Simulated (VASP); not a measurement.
# Si8HO16 (a cell with a defect) in VASP: a series of runs

Runs on Si8HO16 (a cell with a defect). Level: PBE. Tasks: single point.

Everything below comes from runs of VASP 6.6.1. Logs are shortened: lines on timing, memory, paths and dates and some standing lists are left out, and cuts for length are marked.

### Step 1. The cell of the first run

The cell holds a defect, 25 atoms: a = 5.833 Å, b = 5.833 Å, c = 5.295 Å, α = 90.00°, β = 90.00°, γ = 90.00°.

### Step 2. Single point, PBE

File INCAR:

```
ALGO = Normal
EDIFF = 1E-7
ENCUT = 520
GGA = PE
ISIF = 2
ISMEAR = 0
LASPH = T
LCHARG = F
LREAL = Auto
LWAVE = F
NBANDS = 82
NELECT = 128.0
NELM = 80
PREC = Accurate
SIGMA = 0.05
```

File KPOINTS:

```
k-points
0
Gamma
  2 2 2
```

File POSCAR:

```
Si8HO16
1.0
   -4.1246000000     -4.1246000000      0.0000000000
    4.1246000000     -4.1246000000      0.0000000000
    0.0000000000      0.0000000000      5.2948000000
Si O H
8 16 1
Direct
    0.4971141659      0.5063079885      0.0133984577
   -0.0036703421      0.4973884786      0.2549809539
    0.4971075372      0.5063330548      0.4965659623
   -0.0075645444      0.5081713833      0.7549829559
    0.0015766140     -0.0020179705      0.0071864809
    0.5010280966      0.0048359160      0.2549707787
    0.0015623324     -0.0020170496      0.5027791584
    0.5064293451     -0.0218212461      0.7549706444
    0.1928817389      0.5090829918      0.0053352081
    0.0069456118      0.1943964540      0.2549846238
    0.7979296425      0.4886304430      0.0021013518
   -0.0097136155      0.8015619591      0.2549908010
    0.1928817716      0.5090558943      0.5046184327
    0.0212620032      0.1991208084      0.7549892525
    0.7979342640      0.4885963251      0.5078676276
   -0.0082015554      0.8063816648      0.7549737926
    0.6968818194      0.0093840158      0.0018192187
    0.5077048317      0.7004696915      0.2549759361
    0.3067531604     -0.0105962522      0.0041925316
    0.4904914204      0.3066133280      0.2549798342
    0.6968734372      0.0093950449      0.5081334539
    0.5057362232      0.6866480148      0.7549833759
    0.3067576800     -0.0105921313      0.5057625551
    0.4656143333      0.2969791426      0.7549885872
    0.2912345287      0.2693526504      0.7549889251
```

Potentials or basis: VASP PAW PBE potentials, release 64 (Si, O, H).

Command:

```bash
$ cat potpaw_PBE.64/Si/POTCAR potpaw_PBE.64/O/POTCAR potpaw_PBE.64/H/POTCAR > POTCAR
$ mpirun -np 1 vasp_std > vasp.out
```

OUTCAR:

```text
EDIFF = 1E-7
   ENCUT = 520
   GGA = PE
   ISIF = 2
   ISMEAR = 0
   LASPH = T
   LREAL = Auto
   NELECT = 128.0
   NELM = 80
   PREC = Accurate

 ion  position               nearest neighbor table
   1  0.497  0.506  0.013-  18 1.71  22 1.73  20 1.73  11 1.76   9 1.78  24 1.84   3 2.56   3 2.74
                             8 3.07
   2  0.996  0.497  0.255-  13 1.75   9 1.75  10 1.77  11 1.77  15 1.77  12 1.77   4 2.65   4 2.65

   3  0.497  0.506  0.497-  18 1.71  22 1.73  20 1.73  15 1.76  13 1.78  24 1.84   1 2.56   1 2.74
                             8 3.07
   4  0.992  0.508  0.755-  15 1.74  11 1.74  16 1.74   9 1.77  13 1.77  14 1.81   2 2.65   2 2.65
[... 9 lines left out ...]
   9  0.193  0.509  0.005-   2 1.75   4 1.77   1 1.78
  10  0.007  0.194  0.255-   7 1.74   5 1.74   2 1.77
  11  0.798  0.489  0.002-   4 1.74   1 1.76   2 1.77
  12  0.990  0.802  0.255-   7 1.74   5 1.74   2 1.77
  13  0.193  0.509  0.505-   2 1.75   4 1.77   3 1.78
  14  0.021  0.199  0.755-   5 1.78   7 1.78   4 1.81
  15  0.798  0.489  0.508-   4 1.74   3 1.76   2 1.77
  16  0.992  0.806  0.755-   4 1.74   7 1.74   5 1.74
  17  0.697  0.009  0.002-   8 1.72   6 1.76   5 1.78
  18  0.508  0.700  0.255-   3 1.71   1 1.71   6 1.78
  19  0.307  0.989  0.004-   6 1.75   8 1.76   5 1.78
  20  0.490  0.307  0.255-   1 1.73   3 1.73   6 1.76
  21  0.697  0.009  0.508-   8 1.72   6 1.76   7 1.78
  22  0.506  0.687  0.755-   8 1.70   3 1.73   1 1.73
  23  0.307  0.989  0.506-   6 1.75   8 1.76   7 1.78
  24  0.466  0.297  0.755-  25 1.03   1 1.84   3 1.84   8 1.87
  25  0.291  0.269  0.755-  24 1.03

  LATTYP: Found a simple tetragonal cell.
 ALAT       =     5.8330652594
 C/A-ratio  =     0.9077217148

  Lattice vectors:

 A1 = (  -4.1246000000,  -4.1246000000,   0.0000000000)
 A2 = (   4.1246000000,  -4.1246000000,   0.0000000000)
 A3 = (   0.0000000000,   0.0000000000,   5.2948000000)

Analysis of symmetry for initial positions (statically):
=====================================================================
 Subroutine PRICEL returns:
 Original cell was already a primitive cell.

 Routine SETGRP: Setting up the symmetry group for a
 simple tetragonal supercell.

 Subroutine GETGRP returns: Found  1 space group operations
 (whereof  1 operations were pure point group operations)
 out of a pool of 16 trial point group operations.

The static configuration has the point symmetry C_1 .

Analysis of symmetry for dynamics (positions and initial velocities):
=====================================================================
 Subroutine PRICEL returns:
 Original cell was already a primitive cell.

 Routine SETGRP: Setting up the symmetry group for a
 simple tetragonal supercell.
[... 143 lines left out ...]
   TEBEG  =    0.0;   TEEND  =   0.0 temperature during run
   PSTRESS=    0.0 pullay stress
   NELECT =     128.0000    total number of electrons
   NUPDOWN=      -1.0000    fix difference up-down
   EMIN   =  10.00;   EMAX   =-10.00  energy-range for DOS
   EFERMI =   0.00;   METHOD = LEGACY
   ISMEAR =     0;   SIGMA  =   0.05  broadening in eV -4-tet -1-fermi 0-gaus
   EFERMI_NEDOS =   21; number of points for ismear=-14 and -15
   IALGO  =     38    algorithm
   IMIX   =      4    mixing-type and parameters
     AMIX     =   0.40;   BMIX     =  1.00
     AMIX_MAG =   1.60;   BMIX_MAG =  1.00
  volume/ion in A,a.u.               =       7.21        48.63
  Fermi-wavevector in a.u.,A,eV,Ry     =   1.460821  2.760552 29.034815  2.133999
  Thomas-Fermi vector in A             =   2.577226
   LORBIT       =      0    0 simple, 1 ext, 2 COOP (PROOUT), +10 PAW based schemes
   GGA     = PE    functional components
   LHFCALC =     F    Hartree Fock is set to
   AEXX    =    0.0000 exact exchange contribution
   IVDW    =     0    specifies the selected vdW correction
   LEPSILON=     F    determine dielectric tensor
   LRPA    =     F    only Hartree local field effects (RPA)
 non-spin polarized calculation
 Gauss-broadening in eV      SIGMA  =   0.05
  energy-cutoff  :      520.00
  volume of cell :      180.15
 maximum number of plane-waves:      4880
 NGX is ok and might be reduce to    48
   NGX = 21   NGY = 21   NGZ = 19

 number of electron     128.0000012 magnetization

 Free energy of the ion-electron system (eV)
  ---------------------------------------------------
  ext. energy  EPLUGINS =         0.00000000
  ---------------------------------------------------
  free energy    TOTEN  =      -196.79366045 eV

  energy without entropy =     -196.79366045  energy(sigma->0) =     -196.79366045

 E-fermi :   8.8709     XC(G=0): -12.4587

 val. band max:        8.6478945297   @ k =   0.0000   0.0000   0.0000
 cond. band min:      14.8771560842   @ k =   0.0000   0.0000   0.0000
 fundamental gap:      6.2292615545
 Fermi energy:         8.8708547402

 k-point     1 :       0.0000    0.0000    0.0000
  band No.  band energies     occupation
      1     -14.4069      2.00000
      2     -12.6885      2.00000
      3     -12.1069      2.00000
      4     -12.0166      2.00000
      5     -11.3003      2.00000
      6     -11.1641      2.00000
[... 621 lines left out ...]
     75      19.5357      0.00000
     76      19.6020      0.00000
 [bands above 76 left out]

------------------------ aborting loop because EDIFF is reached ----------------------------------------

  FORCE on cell =-STRESS in cart. coord.  units (eV):
  Direction    XX          YY          ZZ          XY          YZ          ZX
  --------------------------------------------------------------------------------------
  -------------------------------------------------------------------------------------
  Total       18.5077593      7.3723111     17.4161819     -5.5704447      0.0020561     -0.0078177
  in kB      164.5967267     65.5648398    154.8889031    -49.5401391      0.0182855     -0.0695259
  external PRESSURE =     128.3501565 kB  Pullay stress =       0.0000000 kB

 VOLUME and BASIS-vectors are now :
 -----------------------------------------------------------------------------
  energy-cutoff  :      520.00
  volume of cell :      180.15
      direct lattice vectors                 reciprocal lattice vectors
    -4.124600000 -4.124600000  0.000000000    -0.121223876 -0.121223876  0.000000000
     4.124600000 -4.124600000  0.000000000     0.121223876 -0.121223876  0.000000000
     0.000000000  0.000000000  5.294800000     0.000000000  0.000000000  0.188864546

 POSITION                                       TOTAL-FORCE (eV/Angst)
 -----------------------------------------------------------------------------------
      0.03792     -4.13872      0.07094        -0.036481     -0.010553     -0.026362
     -2.05793     -6.16099      1.35007         0.016640      0.020564      0.001155
      0.03805     -4.13879      2.62922        -0.037329     -0.010411      0.022540
     -1.99740     -6.18940      3.99748         0.012078      0.013447     -0.002165
      4.10977     -4.12278      0.03805         0.021336      0.005048     -0.020060
     -2.04659     -2.08649      1.35002        -0.021547     -0.005228      0.001137
[... 17 lines left out ...]
     -0.69555     -3.14539      3.99751         0.005089     -0.053931      0.000162
     -0.09025     -2.31220      3.99752         0.027721      0.058395     -0.000562
 -----------------------------------------------------------------------------------
    total drift:                                0.000879     -0.009488      0.011097

  FREE ENERGIE OF THE ION-ELECTRON SYSTEM (eV)
  ---------------------------------------------------
  free  energy   TOTEN  =      -196.7936604491 eV

  energy  without entropy=     -196.7936604491  energy(sigma->0) =     -196.79366045
```

OSZICAR:

```text
N       E                     dE             d eps       ncg     rms          rms(c)
DAV:   1     0.693111934812E+03    0.69311E+03   -0.72518E+04  1312   0.154E+03
DAV:   2    -0.175506461853E+03   -0.86862E+03   -0.84495E+03  1544   0.344E+02
DAV:   3    -0.214215290368E+03   -0.38709E+02   -0.38495E+02  1592   0.746E+01
DAV:   4    -0.214640606045E+03   -0.42532E+00   -0.42410E+00  1568   0.870E+00
DAV:   5    -0.214646399276E+03   -0.57932E-02   -0.57886E-02  1552   0.928E-01    0.361E+01
DAV:   6    -0.196649062245E+03    0.17997E+02   -0.66942E+01  1520   0.294E+01    0.166E+01
DAV:   7    -0.196716312848E+03   -0.67251E-01   -0.31235E+00  1552   0.617E+00    0.605E+00
DAV:   8    -0.196768180061E+03   -0.51867E-01   -0.14247E-01  1544   0.173E+00    0.232E+00
DAV:   9    -0.196792375514E+03   -0.24195E-01   -0.44335E-02  1552   0.107E+00    0.460E-01
DAV:  10    -0.196793585465E+03   -0.12100E-02   -0.56482E-03  1560   0.341E-01    0.248E-01
DAV:  11    -0.196793561643E+03    0.23822E-04   -0.65073E-04  1648   0.135E-01    0.152E-01
DAV:  12    -0.196793657630E+03   -0.95987E-04   -0.31714E-04  1552   0.789E-02    0.154E-02
DAV:  13    -0.196793660346E+03   -0.27156E-05   -0.19931E-05  1536   0.232E-02    0.165E-02
DAV:  14    -0.196793660350E+03   -0.39618E-08   -0.54653E-06  1568   0.958E-03    0.706E-03
DAV:  15    -0.196793660449E+03   -0.99248E-07   -0.70693E-07  1528   0.453E-03
   1 F= -.19679366E+03 E0= -.19679366E+03  d E =-.815785E-11
```

Wall time 3.1 min (1 thread of Intel Xeon Platinum 8259CL at 2.50GHz (Skylake/Cascade Lake), shared host); peak memory 0.32 GiB.

What came out:

```
Free energy   : -196.7937 eV
Largest force : 0.065 eV/Å
```

Forces in eV/Å, atoms in the order of the input:
```
Si  -0.036 -0.011 -0.026
Si   0.017  0.021  0.001
Si  -0.037 -0.010  0.023
Si   0.012  0.013 -0.002
Si   0.021  0.005 -0.020
Si  -0.022 -0.005  0.001
Si   0.023  0.004  0.018
Si   0.006 -0.024  0.001
O   -0.006  0.007 -0.004
O    0.013 -0.017 -0.002
O    0.009  0.005  0.012
O   -0.011  0.013 -0.001
O   -0.006  0.005  0.010
O    0.005  0.007  0.001
O    0.010  0.004 -0.014
O    0.001  0.010  0.003
O   -0.014 -0.010  0.010
O    0.019 -0.025  0.001
O    0.011 -0.006 -0.001
O   -0.020  0.020  0.002
O   -0.016 -0.014 -0.013
O   -0.025  0.009 -0.003
O    0.012 -0.005  0.004
O    0.005 -0.054  0.000
H    0.028  0.058 -0.001
```

Levels at points of the mesh, in eV from the Fermi level:
```csv
k point,band 62,band 63,band 64,band 65,band 66,band 67
"(0.00, 0.00, 0.00)",-1.08,-0.90,-0.22,6.01,6.71,7.34
"(0.50, 0.00, 0.00)",-1.43,-1.11,-0.89,7.03,7.16,7.68
"(0.00, 0.50, 0.00)",-1.56,-1.07,-0.82,6.89,7.22,7.70
"(0.50, 0.50, 0.00)",-1.27,-1.02,-0.95,7.78,7.89,8.18
"(0.00, 0.00, 0.50)",-1.50,-1.16,-0.85,7.65,7.74,8.28
"(0.50, 0.00, 0.50)",-1.08,-1.04,-0.89,8.11,8.22,8.25
"(0.00, 0.50, 0.50)",-1.02,-0.98,-0.88,7.81,8.04,8.30
"(0.50, 0.50, 0.50)",-1.43,-1.35,-1.31,8.86,8.99,9.09
```

Caveat: the k points lie up to 0.59 Å⁻¹ apart; the cell carries a net charge on a neutralising background, which shifts energy and pressure; the cell is charged against a uniform background, so pressure and absolute levels hang on convention.

### Step 3. Single point, PBE

File INCAR:

```
ALGO = Normal
EDIFF = 1E-6
ENCUT = 520
GGA = PE
ISIF = 2
ISMEAR = 0
LASPH = True
LCHARG = False
LREAL = Auto
LWAVE = False
NBANDS = 82
NELECT = 128.0
NELM = 80
PREC = Accurate
SIGMA = 0.05
```

KPOINTS is that of step 2.

File POSCAR:

```
Si8HO16
1.0
   -4.1246000000     -4.1246000000      0.0000000000
    4.1246000000     -4.1246000000      0.0000000000
    0.0000000000      0.0000000000      5.2948000000
Si O H
8 16 1
Direct
    0.4970317342      0.5062845400      0.0035245700
   -0.0039266826      0.4974313571      0.2451061368
    0.4970230888      0.5062849369      0.4866276653
   -0.0078488420      0.5081445075      0.7451020184
    0.0012804881     -0.0018534446     -0.0028124777
    0.5008101985      0.0047503485      0.2450986344
    0.0012827193     -0.0018810629      0.4929587719
    0.5063267411     -0.0217519844      0.7451002049
    0.1926330620      0.5088948178     -0.0046160879
    0.0066795708      0.1944784092      0.2450865532
    0.7977087888      0.4888329715     -0.0076582436
   -0.0096975101      0.8016567156      0.2450792939
    0.1926303530      0.5089008689      0.4948043095
    0.0203830704      0.1990668652      0.7450823248
    0.7977021105      0.4888333162      0.4978507665
   -0.0084338957      0.8063782275      0.7450823434
    0.6966468890      0.0092640482     -0.0079471530
    0.5073280862      0.7004549171      0.2450808211
    0.3066085326     -0.0102841827     -0.0057954155
    0.4904304355      0.3066137946      0.2450861388
    0.6966485492      0.0092625196      0.4981348644
    0.5056036290      0.6866248861      0.7450823289
    0.3066099002     -0.0102742601      0.4959862624
    0.4657907413      0.2972115576      0.7450892912
    0.2917428719      0.2696964296      0.7451207578
```

Potentials or basis: VASP PAW PBE potentials, release 64 (Si, O, H).

Command:

```bash
$ cat potpaw_PBE.64/Si/POTCAR potpaw_PBE.64/O/POTCAR potpaw_PBE.64/H/POTCAR > POTCAR
$ mpirun -np 1 vasp_std > vasp.out
```

It took 3.3 min on 1 thread of Intel Xeon Platinum 8259CL at 2.50GHz (Skylake/Cascade Lake), shared host; peak memory 0.32 GiB.

The run converged. Its results:

| Quantity | Value |
| --- | --- |
| Free energy | -196.7936 eV |
| Largest force | 0.090 eV/Å |

Forces in eV/Å, atoms in the order of the input:
```
Si  -0.006 -0.013 -0.019
Si   0.008 -0.002 -0.003
Si  -0.009 -0.011  0.025
Si   0.007  0.000  0.001
Si   0.001  0.010  0.002
Si  -0.007 -0.005  0.000
Si   0.001  0.008  0.003
Si  -0.008  0.002 -0.001
O   -0.014 -0.004 -0.008
O    0.013 -0.012  0.000
O    0.001  0.005  0.002
O   -0.009  0.013  0.001
O   -0.014 -0.004  0.005
O   -0.001 -0.017 -0.001
O    0.002  0.005 -0.002
O   -0.001  0.004 -0.002
O   -0.012 -0.015  0.005
O    0.027 -0.024  0.000
O    0.017  0.007 -0.006
O   -0.020  0.024 -0.003
O   -0.013 -0.012 -0.002
O   -0.003  0.002  0.002
O    0.015  0.008  0.003
O   -0.022 -0.044 -0.001
H    0.046  0.077  0.000
```

Levels at points of the mesh, in eV from the Fermi level:
```csv
k point,band 62,band 63,band 64,band 65,band 66,band 67
"(0.00, 0.00, 0.00)",-1.18,-1.01,-0.33,5.90,6.60,7.24
"(0.50, 0.00, 0.00)",-1.54,-1.22,-1.00,6.92,7.06,7.57
"(0.00, 0.50, 0.00)",-1.66,-1.18,-0.93,6.78,7.11,7.59
"(0.50, 0.50, 0.00)",-1.38,-1.13,-1.06,7.67,7.78,8.07
"(0.00, 0.00, 0.50)",-1.61,-1.27,-0.96,7.55,7.63,8.18
"(0.50, 0.00, 0.50)",-1.19,-1.14,-1.00,8.00,8.12,8.15
"(0.00, 0.50, 0.50)",-1.13,-1.09,-0.99,7.71,7.93,8.19
"(0.50, 0.50, 0.50)",-1.54,-1.46,-1.42,8.74,8.88,8.98
```

Caveat: the k points lie up to 0.59 Å⁻¹ apart; the cell carries a net charge on a neutralising background, which shifts energy and pressure; the cell is charged against a uniform background, so pressure and absolute levels hang on convention.
